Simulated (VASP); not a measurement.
Sn2Bi2Te: relaxation of cell and atoms with PBE

Crystal: Sn2Bi2Te.

```xyz
5
Lattice="5.5270 0.0000 0.0000 -2.7635 4.7865 0.0000 0.0000 0.0000 6.6275" Properties=species:S:1:pos:R:3 pbc="T T T"
Sn    0.0000    3.1910    0.4124
Sn    2.7635    1.5955    0.4124
Bi    0.0000    3.1910    3.8240
Bi    2.7635    1.5955    3.8240
Te    0.0000    0.0000    0.8284
```

The cell was built from a structure type or drawn by symmetry, and may not be a known phase.

```json
{
 "Program": "VASP 6.6.1",
 "Task": "relaxation of cell and atoms",
 "Functional": "PBE",
 "Potentials or basis": "VASP PAW PBE potentials, release 64 (Sn_d, Bi_d, Te)",
 "Cutoff": "600 eV",
 "k mesh": "6 × 6 × 4",
 "Occupations": "gaussian, width 0.1 eV",
 "Spin": "no spin polarisation",
 "Dipole correction": "no",
 "Further INCAR settings": "ALGO = Fast; EDIFF = 1e-06; IBRION = 2; EDIFFG = -0.04; NSW = 90; ISIF = 3"
}
```

```
Relaxed volume                        : 34.53 Å³/atom
Relaxed cell                          : a = 5.558 Å, b = 5.558 Å, c = 6.454 Å, α = 90.00°, β = 90.00°, γ = 120.00°
Space group after relaxing (to 0.1 Å) : P6mm (No. 183)
Energy gained by relaxing             : 8.2 meV/atom
Ionic steps                           : 12
Pressure after relaxing               : 0.1 GPa
Largest force after relaxing          : 0.008 eV/Å
Band gap on the k mesh                : zero (bands 32 and 33 overlap by 1.54 eV)
```

Forces on the atoms (eV/Å):
```
Sn   0.000  0.000  0.004
Sn   0.000  0.000  0.004
Bi   0.000  0.000 -0.007
Bi   0.000  0.000 -0.007
Te   0.000  0.000  0.008
```

The path:
```
step  energy change (eV)  largest force (eV/Å)  pressure (GPa)  volume (Å³)
   1              0.0000                0.1122           -0.28       175.33
   2             -0.0329                0.1175           -0.13       173.74
   3             -0.0341                0.1150           -0.09       173.41
   4             -0.0341                0.1142           -0.07       173.38
   5             -0.0350                0.1051            0.02       172.90
   6             -0.0355                0.0865            0.27       171.89
   7             -0.0359                0.0806            0.31       171.91
   8             -0.0369                0.0711            0.27       171.99
   9             -0.0386                0.0503            0.23       172.14
  10             -0.0406                0.0143            0.19       172.44
  11             -0.0398                0.0460            0.07       173.03
  12             -0.0409                0.0076            0.15       172.66
```

Final structure:
```yaml
crystal:
  lattice:
    - [5.55791, 0.00000, 0.00000]
    - [-2.77896, 4.81330, 0.00000]
    - [0.00000, 0.00000, 6.45403]
  atoms:
    - { symbol: Sn, position: [0.33333, 0.66667, 0.06735] }
    - { symbol: Sn, position: [0.66667, 0.33333, 0.06735] }
    - { symbol: Bi, position: [0.33333, 0.66667, 0.58109] }
    - { symbol: Bi, position: [0.66667, 0.33333, 0.58109] }
    - { symbol: Te, position: [0.00000, 0.00000, 0.10654] }
```

Levels at points of the mesh, in eV from the Fermi level:
```
           k point  band 30  band 31  band 32  band 33  band 34  band 35
(0.00, 0.00, 0.00)    -2.76    -1.00    -0.86    -0.86    -0.48     1.59
(0.50, 0.00, 0.00)    -1.58    -1.17    -0.05     1.45     1.90     2.11
(0.00, 0.00, 0.50)    -2.15    -1.81    -1.81    -0.90     1.00     1.15
(0.50, 0.00, 0.50)    -0.34     0.27     0.64     0.76     1.23     1.73
```

Wall time 17 min on 1 thread of Intel(R) Xeon(R) 6975P-C (Granite Rapids), with other jobs on the host, peak memory 0.49 GiB.

Caveat: spin-orbit coupling is left out, which moves the levels of the heavy elements.
